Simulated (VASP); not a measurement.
# MoS2 in VASP: notebook

Runs on MoS2. Level: PBE+D3(BJ). Tasks: single point.

All numbers are computed with VASP 6.6.1; they aren't measurements. Logs are shortened: lines on timing, memory, paths and dates and some standing lists are left out, and cuts for length are marked.

## 1. The cell of the first run

The structure is monoclinic, space group Cm (No. 8). The conventional cell has a = 5.429 Å, b = 3.134 Å, c = 6.224 Å, α = 90.00°, β = 106.90°, γ = 90.00°. Mo (site symmetry m) has 6 S at 2.35 to 2.49 Å within 3.1 Å. S (site symmetry m) has 3 Mo at 2.38 to 2.49 Å within 3.1 Å. Within 3.1 Å of S (site symmetry m) lie 3 Mo at 2.35 to 2.45 Å.

## 2. Single point, PBE+D3(BJ) (mode 4 frozen in at +0.000 Å and mode 5 at -0.057 Å (largest displacements))

Input file INCAR:

```
ALGO = Normal ; EDIFF = 1E-6
ENCUT = 520 ; GGA = PE
ISIF = 2 ; ISMEAR = 0
IVDW = 12 ; LASPH = True
LCHARG = True ; LELF = True
LREAL = False ; LVHAR = True
LWAVE = False ; NBANDS = 20
NELM = 100 ; PREC = Accurate
SIGMA = 0.15
```

Input file KPOINTS:

```
k-points
0
Gamma
  15 15 15
```

Input file POSCAR:

```
MoS2
1.0
    1.5671157387      0.9047746936      5.9549887142
   -1.5671157387      0.9047746936      5.9549887142
    0.0000000000     -1.8095493872      5.9549887142
Mo S
1 2
Direct
    0.0070166804      0.0070166804     -0.0140333608
    0.7458705962      0.7458705962      0.7773701510
    0.2331297006      0.2331297006      0.2646292554
```

Potentials or basis: VASP PAW PBE potentials, release 64 (Mo_sv, S).

Launch:

```bash
$ cat potpaw_PBE.64/Mo_sv/POTCAR potpaw_PBE.64/S/POTCAR > POTCAR
$ mpirun -np 1 vasp_std > vasp.out
```

OUTCAR:

```text
EDIFF = 1E-6
   ENCUT = 520
   GGA = PE
   ISIF = 2
   ISMEAR = 0
   IVDW = 12
   LASPH = True
   LREAL = False
   NELM = 100
   PREC = Accurate
 IVDW          = 12

 ion  position               nearest neighbor table
   1  0.007  0.007  0.986-   3 2.35   2 2.38   2 2.38   3 2.45   3 2.45   2 2.49
   2  0.746  0.746  0.777-   1 2.38   1 2.38   1 2.49
   3  0.233  0.233  0.265-   1 2.35   1 2.45   1 2.45

  LATTYP: Found a trigonal (rhomboedric) cell.
 ALAT       =     6.2238540769
 COS(alpha) =     0.8732017275

  Lattice vectors:

 A1 = (   1.5671157387,   0.9047746936,   5.9549887142)
 A2 = (  -1.5671157387,   0.9047746936,   5.9549887142)
 A3 = (   0.0000000000,  -1.8095493872,   5.9549887142)

Analysis of symmetry for initial positions (statically):
=====================================================================
 Subroutine PRICEL returns:
 Original cell was already a primitive cell.

 Routine SETGRP: Setting up the symmetry group for a
 trigonal (rhombohedral) supercell.

 Subroutine GETGRP returns: Found  2 space group operations
 (whereof  2 operations were pure point group operations)
 out of a pool of 12 trial point group operations.

The static configuration has the point symmetry C_1h.

Analysis of symmetry for dynamics (positions and initial velocities):
=====================================================================
 Subroutine PRICEL returns:
 Original cell was already a primitive cell.

 Routine SETGRP: Setting up the symmetry group for a
 trigonal (rhombohedral) supercell.

 Subroutine GETGRP returns: Found  2 space group operations
 (whereof  2 operations were pure point group operations)
 out of a pool of 12 trial point group operations.

The dynamic configuration has the point symmetry C_1h.

 Subroutine INISYM returns: Found  2 space group operations
 (whereof  2 operations are pure point group operations),
 and found     1 'primitive' translations

----------------------------------------------------------------------------------------

                                     Primitive cell

  volume of cell :      50.6610

  direct lattice vectors                    reciprocal lattice vectors
     1.567115739  0.904774694  5.954988714     0.319057481  0.184207923  0.055975477
    -1.567115739  0.904774694  5.954988714    -0.319057481  0.184207923  0.055975477
     0.000000000 -1.809549387  5.954988714     0.000000000 -0.368415845  0.055975477

  length of vectors
     6.223854077  6.223854077  6.223854077     0.372643917  0.372643917  0.372643917

  position of ions in fractional coordinates (direct lattice)
     0.007016680  0.007016680  0.985966639
     0.745870596  0.745870596  0.777370151
     0.233129701  0.233129701  0.264629255

  ion indices of the primitive-cell ions
   primitive index   ion index
                 1           1
                 2           2
                 3           3

----------------------------------------------------------------------------------------

 KPOINTS: k-points

Automatic generation of k-mesh.
 Grid dimensions read from file:
 generate k-points for:   15   15   15

 Generating k-lattice:

  Cartesian coordinates                     Fractional coordinates (reciprocal lattice)
     0.021270499  0.012280528  0.003731698     0.066666667  0.000000000  0.000000000
    -0.021270499  0.012280528  0.003731698     0.000000000  0.066666667  0.000000000
     0.000000000 -0.024561056  0.003731698     0.000000000  0.000000000  0.066666667

  Length of vectors
     0.024842928  0.024842928  0.024842928

  Shift w.r.t. Gamma in fractional coordinates (k-lattice)
     0.000000000  0.000000000  0.000000000

 Subroutine IBZKPT returns following result:
 ===========================================

 Found    904 irreducible k-points:

 Following reciprocal coordinates:
            Coordinates               Weight
  0.000000  0.000000  0.000000      1.000000
  0.066667  0.000000  0.000000      4.000000
  0.000000  0.000000  0.066667      2.000000
  0.133333  0.000000  0.000000      4.000000
  0.000000  0.000000  0.133333      2.000000
  0.200000  0.000000  0.000000      4.000000
[... 16 lines left out ...]
  0.066667  0.000000  0.200000      4.000000
  0.266667  0.066667  0.000000      4.000000
 [... further k-points ...]
   k-points           NKPTS =    904   k-points in BZ     NKDIM =    904   number of bands    NBANDS=     20
   number of dos      NEDOS =    301   number of ions     NIONS =      3
   total plane-waves  NPLWV = 110592
   dimension x,y,z NGX =    48 NGY =   48 NGZ =   48
   dimension x,y,z NGXF=    96 NGYF=   96 NGZF=   96
   ions per type =               1   2
   NGX,Y,Z   is equivalent  to a cutoff of  12.82, 12.82, 12.82 a.u.
   NGXF,Y,Z  is equivalent  to a cutoff of  25.64, 25.64, 25.64 a.u.
 SYSTEM =  unknown system
   PREC   = accura    normal or accurate (medium, high low for compatibility)
   ISTART =      0    job   : 0-new  1-cont  2-samecut
   ICHARG =      2    charge: 1-file 2-atom 10-const
   ISPIN  =      1    spin polarized calculation?
   LNONCOLLINEAR =      F non collinear calculations
   LSORBIT =      F    spin-orbit coupling
   LASPH  =      T    aspherical Exc in radial PAW
   ENCUT  =  520.0 eV  38.22 Ry    6.18 a.u.  11.57 11.57 11.57*2*pi/ulx,y,z
   NELM   =    100;   NELMIN=  2; NELMDL= -5     # of ELM steps
   EDIFF  = 0.1E-05   stopping-criterion for ELM
   LREAL  =      F    real-space projection
   EDIFFG = 0.1E-04   stopping-criterion for IOM
   NSW    =      0    number of steps for IOM
   IBRION =     -1    ionic relax: 0-MD 1-quasi-New 2-CG
   NFREE  =      0    steps in history (QN), initial steepest desc. (CG)
   ISIF   =      2    stress and relaxation
   ISYM   =      2    0-nonsym 1-usesym 2-fastsym
   POTIM  = 0.5000    time-step for ionic-motion
   TEBEG  =    0.0;   TEEND  =   0.0 temperature during run
   PSTRESS=    0.0 pullay stress
   NELECT =      26.0000    total number of electrons
   NUPDOWN=      -1.0000    fix difference up-down
   EMIN   =  10.00;   EMAX   =-10.00  energy-range for DOS
   EFERMI =   0.00;   METHOD = LEGACY
   ISMEAR =     0;   SIGMA  =   0.15  broadening in eV -4-tet -1-fermi 0-gaus
   EFERMI_NEDOS =   21; number of points for ismear=-14 and -15
   IALGO  =     38    algorithm
   IMIX   =      4    mixing-type and parameters
     AMIX     =   0.40;   BMIX     =  1.00
     AMIX_MAG =   1.60;   BMIX_MAG =  1.00
  volume/ion in A,a.u.               =      16.89       113.96
  Fermi-wavevector in a.u.,A,eV,Ry     =   1.310714  2.476891 23.374428  1.717972
  Thomas-Fermi vector in A             =   2.441226
   LORBIT       =      0    0 simple, 1 ext, 2 COOP (PROOUT), +10 PAW based schemes
   GGA     = PE    functional components
   LHFCALC =     F    Hartree Fock is set to
   AEXX    =    0.0000 exact exchange contribution
   IVDW    =    12    specifies the selected vdW correction
   LEPSILON=     F    determine dielectric tensor
   LRPA    =     F    only Hartree local field effects (RPA)
 non-spin polarized calculation
 Gauss-broadening in eV      SIGMA  =   0.15
  energy-cutoff  :      520.00
  volume of cell :       50.66
 maximum number of plane-waves:      1385
   NGX = 23   NGY = 23   NGZ = 23

 number of electron      26.0000001 magnetization

 Free energy of the ion-electron system (eV)
  ---------------------------------------------------
  ext. energy  EPLUGINS =         0.00000000
  ---------------------------------------------------
  free energy    TOTEN  =       -20.91761116 eV

  energy without entropy =      -20.90708907  energy(sigma->0) =      -20.91235012

 E-fermi :   8.4157     XC(G=0): -11.2187

 val. band max:        8.4007592639   @ k =   0.3333  -0.3333  -0.4667
 cond. band min:       8.4187285241   @ k =   0.2667   0.0000  -0.2667
 fundamental gap:      0.0179692602
 Fermi energy:         8.4156733292

 k-point     1 :       0.0000    0.0000    0.0000
  band No.  band energies     occupation
      1     -53.2847      2.00000
      2     -27.3922      2.00000
      3     -27.2294      2.00000
      4     -27.2184      2.00000
      5      -6.8408      2.00000
      6      -5.1083      2.00000
[... 12 lines left out ...]
     19      15.3762      0.00000
     20      18.1082      0.00000

 k-point     2 :       0.0667    0.0000    0.0000
  band No.  band energies     occupation
      1     -53.2827      2.00000
      2     -27.3885      2.00000
      3     -27.2421      2.00000
      4     -27.2289      2.00000
      5      -6.7659      2.00000
      6      -5.0909      2.00000
[... 12 lines left out ...]
     19      15.6376      0.00000
     20      17.7698      0.00000

 k-point     3 :       0.0000    0.0000    0.0667
  band No.  band energies     occupation
      1     -53.2827      2.00000
      2     -27.3885      2.00000
      3     -27.2484      2.00000
      4     -27.2227      2.00000
      5      -6.7659      2.00000
      6      -5.0910      2.00000
[... 12 lines left out ...]
     19      15.6422      0.00000
     20      17.7911      0.00000

 k-point     4 :       0.1333    0.0000    0.0000
  band No.  band energies     occupation
      1     -53.2772      2.00000
      2     -27.3783      2.00000
      3     -27.2936      2.00000
      4     -27.2427      2.00000
      5      -6.5482      2.00000
      6      -5.0389      2.00000
[... 12 lines left out ...]
     19      16.1294      0.00000
     20      17.5016      0.00000

 k-point     5 :       0.0000    0.0000    0.1333
  band No.  band energies     occupation
      1     -53.2772      2.00000
      2     -27.3781      2.00000
      3     -27.3015      2.00000
      4     -27.2349      2.00000
      5      -6.5480      2.00000
      6      -5.0391      2.00000
[... 12 lines left out ...]
     19      16.1393      0.00000
     20      17.5516      0.00000
[... 353 lines left out ...]
      6      -5.0057      2.00000
[... 12 lines left out ...]
     19      16.4557      0.00000
     20      17.5385      0.00000

 k-point    22 :      -0.2000   -0.0000   -0.0667
  band No.  band energies     occupation
      1     -53.2721      2.00000
      2     -27.3691      2.00000
      3     -27.3369      2.00000
      4     -27.2584      2.00000
      5      -6.3284      2.00000
      6      -5.0059      2.00000
[... 12 lines left out ...]
     19      16.4457      0.00000
     20      17.5304      0.00000

 k-point    23 :       0.0667    0.0000    0.2000
  band No.  band energies     occupation
      1     -53.2721      2.00000
      2     -27.3695      2.00000
      3     -27.3455      2.00000
      4     -27.2493      2.00000
      5      -6.3280      2.00000
      6      -5.0064      2.00000
[... 12 lines left out ...]
     19      16.4367      0.00000
     20      17.5748      0.00000

 k-point    24 :       0.2667    0.0667    0.0000
  band No.  band energies     occupation
      1     -53.2633      2.00000
      2     -27.4235      2.00000
      3     -27.3506      2.00000
      4     -27.2757      2.00000
      5      -5.9490      2.00000
      6      -4.8956      2.00000
[... 12 lines left out ...]
     19      16.5786      0.00000
     20      18.1450      0.00000

 [... further k-points ...]

------------------------ aborting loop because EDIFF is reached ----------------------------------------

 Edisp (eV)   -1.34940

 E8    (eV) :    -0.5447

  FORCE on cell =-STRESS in cart. coord.  units (eV):
  Direction    XX          YY          ZZ          XY          YZ          ZX
  --------------------------------------------------------------------------------------
  -------------------------------------------------------------------------------------
  Total      -0.02668     0.27564     0.09719     0.00000    -0.12382     0.00000
  in kB      -0.84361     8.71733     3.07375     0.00000    -3.91592     0.00000
  external pressure =        3.65 kB  Pullay stress =        0.00 kB

 VOLUME and BASIS-vectors are now :
 -----------------------------------------------------------------------------
  energy-cutoff  :      520.00
  volume of cell :       50.66
      direct lattice vectors                 reciprocal lattice vectors
     1.567115739  0.904774694  5.954988714     0.319057481  0.184207923  0.055975477
    -1.567115739  0.904774694  5.954988714    -0.319057481  0.184207923  0.055975477
     0.000000000 -1.809549387  5.954988714     0.000000000 -0.368415845  0.055975477

 POSITION                                       TOTAL-FORCE (eV/Angst)
 -----------------------------------------------------------------------------------
      0.00000     -1.77146      5.95499         0.000000     -0.764474      0.010750
      0.00000     -0.05700     13.51253         0.000000      0.342249      0.023325
      0.00000     -0.05700      4.35243         0.000000      0.422225     -0.034075
 -----------------------------------------------------------------------------------
    total drift:                               -0.000000     -0.000127     -0.000014

  FREE ENERGIE OF THE ION-ELECTRON SYSTEM (eV)
  ---------------------------------------------------
  free  energy   TOTEN  =       -22.2670159985 eV

  energy  without entropy=      -22.2564939140  energy(sigma->0) =      -22.26175496
```

Wall time 18 min (1 thread of Intel Xeon 6975P-C (Granite Rapids), shared host); peak memory 0.97 GiB.

What came out:

| Quantity | Value |
| --- | --- |
| Free energy | -22.2670 eV |
| Pressure | 0.4 GPa |
| Largest force | 0.765 eV/Å |
| Band gap on the k mesh | zero (band 13 reaches 8.61 eV, above the bottom of band 14 at 8.21 eV) |
| Dispersion energy per atom | -0.450 eV |

Forces on the atoms (eV/Å):
```
Mo   0.000 -0.764  0.011
S    0.000  0.342  0.023
S    0.000  0.422 -0.034
```

Stress tensor (GPa, compression positive):
```
-0.08  0.00  0.00
 0.00  0.87 -0.39
 0.00 -0.39  0.31
```

Caveat: the cell differs from its parent crystal (mode 4 frozen in at +0.000 Å and mode 5 at -0.057 Å (largest displacements)); pairwise dispersion overbinds metals, which lowers pressure and volume.

## 3. Single point, PBE+D3(BJ) (mode 4 frozen in at -0.057 Å and mode 5 at +0.000 Å (largest displacements))

Input file INCAR:

```
SYSTEM = MoS2
PREC = Accurate ; ENCUT = 520
EDIFF = 1E-6 ; ISMEAR = 0
SIGMA = 0.15 ; LREAL = .False.
LASPH = .True. ; NELM = 60
ALGO = Normal ; ISIF = 2
LWAVE = .False. ; LCHARG = .False.
GGA = PE ; IVDW = 12
NBANDS = 20
```

Input file KPOINTS:

```
regular mesh
0
Gamma
  15 15 15
  0 0 0
```

Input file POSCAR:

```
MoS2
1.0
    1.5671157387      0.9047746936      5.9549887142
   -1.5671157387      0.9047746936      5.9549887142
    0.0000000000     -1.8095493872      5.9549887142
Mo S
1 2
Direct
    0.0121532469     -0.0121532469      0.0000000000
    0.7381841714      0.7745567242      0.7563704478
    0.2254432758      0.2618158286      0.2436295522
```

Potentials or basis: VASP PAW PBE potentials, release 64 (Mo_sv, S).

Launch:

```bash
$ cat potpaw_PBE.64/Mo_sv/POTCAR potpaw_PBE.64/S/POTCAR > POTCAR
$ mpirun -np 1 vasp_std > vasp.out
```

Run time: 16 min. Hardware: 1 thread of Intel Xeon 6975P-C (Granite Rapids), shared host; peak memory 0.97 GiB.

It converged, with:

```yaml
Free_energy: -22.2670 eV
Pressure: 0.4 GPa
Largest_force: 0.763 eV/Å
Band_gap_on_the_k_mesh: zero (band 13 reaches 8.61 eV, above the bottom of band 14 at 8.20 eV)
Dispersion_energy_per_atom: -0.450 eV
```

Forces in eV/Å, atoms in the order of the input:
```
Mo  -0.763  0.000  0.000
S    0.382  0.042  0.029
S    0.382 -0.042 -0.029
```

Stress tensor (GPa, compression positive):
```
 0.85  0.00  0.00
 0.00 -0.07  0.41
 0.00  0.41  0.31
```

Levels at points of the mesh, in eV from the Fermi level:
```tsv
k point	band 9	band 10	band 11	band 12	band 13	band 14	band 15	band 16	band 17	band 18
(0.00, 0.00, 0.00)	-3.71	-1.64	-1.43	-0.97	-0.97	0.20	0.23	3.08	3.13	6.40
```

Caveat: the cell differs from its parent crystal (mode 4 frozen in at -0.057 Å and mode 5 at +0.000 Å (largest displacements)); pairwise dispersion overbinds metals, which lowers pressure and volume.
